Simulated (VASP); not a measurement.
Set up this calculation in VASP 6.6.1, as the native input.

```
Task                   : single point
Functional             : PBEsol
Potentials or basis    : VASP PAW PBE potentials, release 64 (Sn_d, Bi_d)
Cutoff                 : 520 eV
k mesh                 : 5 × 5 × 5
Occupations            : fermi-dirac, width 0.1 eV
Spin                   : no spin polarisation
Dipole correction      : no
Further INCAR settings : ALGO = Normal; EDIFF = 1e-07; NBANDS = 36
```

The structure of Sn3Bi lies in POSCAR:

```
Sn3Bi
1.0
    0.0000000000      3.8490170000      3.8490170000
    3.8490170000      0.0000000000      3.8490170000
    3.8490170000      3.8490170000      0.0000000000
Sn Bi
3 1
Direct
    0.0000000000      0.0000000000      0.0000000000
    0.2500000000      0.2500000000      0.2500000000
    0.7500000000      0.7500000000      0.7500000000
    0.5000000000      0.5000000000      0.5000000000
```

One way to write it, as run:

INCAR

```
PREC = Accurate
ENCUT = 520
EDIFF = 1E-7
ISMEAR = -1
SIGMA = 0.1
LREAL = False
LASPH = True
NELM = 80
ALGO = Normal
ISIF = 2
LWAVE = False
LCHARG = False
GGA = PS
NBANDS = 36
```

KPOINTS

```
Automatic mesh
0
Gamma
  5 5 5
```

Potentials or basis: VASP PAW PBE potentials, release 64 (Sn_d, Bi_d).

Launch:

```bash
$ cat potpaw_PBE.64/Sn_d/POTCAR potpaw_PBE.64/Bi_d/POTCAR > POTCAR
$ mpirun -np 1 vasp_std > vasp.out
```

Results of the run:

| Property | Result |
| --- | --- |
| Pressure | -1.8 GPa |

Caveat: the PAW data sets were made with another functional, which shifts forces and pressure a little.

It took 41 s on 1 thread of AMD EPYC 7R13 Processor (Zen 3), on a shared host, peak memory 0.22 GiB.
